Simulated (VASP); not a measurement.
Here is a VASP 6.6.1 calculation.

File INCAR:

```
PREC = Accurate
ENCUT = 520
EDIFF = 1E-7
ISMEAR = 0
SIGMA = 0.02
LREAL = Auto
LASPH = True
NELM = 60
ALGO = Normal
ISIF = 2
LWAVE = False
LCHARG = True
GGA = CA
LELF = True
LVHAR = True
NBANDS = 49
```

Contents of KPOINTS:

```
Automatic mesh
0
Gamma
  3 3 3
```

Contents of POSCAR:

```
Si16O
1.0
    0.0000000000      5.4019422730     -5.4019422730
    5.4019422730      5.4019422730      0.0000000000
    5.4019422730      0.0000000000     -5.4019422730
Si O
16 1
Direct
    0.1561137564      0.1303393232      0.1314435557
    0.1175145842      0.6265940710      0.1258173386
    0.6293652964      0.0791193201      0.1200725530
    0.6156418991      0.5974647334      0.1085157838
    0.1285250684      0.1226551426      0.6377195138
    0.1244670835      0.6283454781      0.6217215643
    0.6258309195      0.1293030293      0.6377712545
    0.6236218993      0.6258783099      0.6136810304
    0.2435665606      0.7554307865      0.2469847756
    0.2702035539      0.2544194163      0.2632973342
    0.7436705720      0.7083758594      0.2407875602
    0.7864978530      0.2421358715      0.2707263288
    0.2492992209      0.7483743431      0.7511383489
    0.2520899764      0.2543458317      0.7582932755
    0.7499879294      0.7537273251      0.7355625624
    0.7528730028      0.2526914267      0.7564789280
   -0.2131745290      0.0539029270      0.2240296987
```

Potentials or basis: VASP PAW LDA potentials, release 64 (Si, O).

Launch:

```sh
$ cat potpaw_LDA.64/Si/POTCAR potpaw_LDA.64/O/POTCAR > POTCAR
$ mpirun -np 1 vasp_std > vasp.out
```

**Question.** Estimate the band gap on the k mesh.

**Answer.** 0.39 eV.

**Question.** Predict the pressure.

**Answer.** 2.2 GPa.

Stress tensor (GPa, compression positive):
```
 2.14  1.15 -1.56
 1.15  2.32 -1.46
-1.56 -1.46  2.00
```

Caveat: semilocal functionals underestimate gaps, and a narrow one can read as zero.
